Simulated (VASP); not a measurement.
## Li2Se: single point with PBE

Li2Se:

```xyz
3
Lattice="0.0000 3.0025 3.0025 3.0025 0.0000 3.0025 3.0025 3.0025 0.0000" Properties=species:S:1:pos:R:3 pbc="T T T"
Li    1.5012    1.5012    1.5012
Li    4.5038    4.5038    4.5038
Se    0.0000    0.0000    0.0000
```

```json
{"Program": "VASP 6.6.1", "Task": "single point", "Functional": "PBE", "Potentials or basis": "VASP PAW PBE potentials, release 64 (Li_sv, Se)", "Cutoff": "750 eV", "k mesh": "7 × 7 × 7", "Occupations": "gaussian, width 0.01 eV", "Spin": "no spin polarisation", "Dipole correction": "no", "Further INCAR settings": "ALGO = Normal; EDIFF = 1e-06; NBANDS = 13"}
```

* Pressure: 0.0 GPa
* Band gap on the k mesh: 3.11 eV, indirect (least direct gap 3.38 eV)

Levels at points of the mesh, in eV from the valence-band top:
```
           k point  band 3  band 4  band 5  band 6  band 7  band 8  band 9  band 10
(0.00, 0.00, 0.00)  -11.39    0.00    0.00    0.00    3.38    5.62    5.62     5.62
```

Run time: 56 s on 1 thread of AMD EPYC 7R13 Processor (Zen 3), with other jobs on the host, peak memory 0.2 GiB.

A k mesh can miss the band edges.
